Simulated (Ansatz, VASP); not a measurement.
# One calculation of SiBr5, two programs

```
CELL_PARAMETERS angstrom
6.23586 0.00000 0.00000
0.00000 6.23586 0.00000
0.00000 0.00000 6.23586
ATOMIC_POSITIONS crystal
Si 0.00000 0.00000 0.00000
Br 0.79376 0.79376 0.20624
Br 0.79376 0.20624 0.79376
Br 0.20624 0.79376 0.79376
Br 0.20624 0.20624 0.20624
Br 0.50000 0.50000 0.50000
```

Alike in both runs: functional PBE; k mesh 3 × 3 × 3; occupations gaussian, width 0.2 eV; no spin polarisation.

Ansatz relaxed the structure, and its values are those at the end. VASP's run is a single point on that final structure, the one shown.

|  | VASP | Ansatz |
| --- | --- | --- |
| version | VASP 6.6.1 | Ansatz 0.2.0 |
| potentials or method | VASP PAW PBE potentials, release 64 (Si, Br), cutoff 520 eV | scalar-relativistic, plane waves, PAW |
| valence electrons in the cell | 39 | 39 |

```tsv
	VASP	Ansatz	Ansatz less VASP
pressure (GPa)	0.6	0.6	0.00
rms of the force components (eV/Å)	0.039	0.039	+0.0007
```
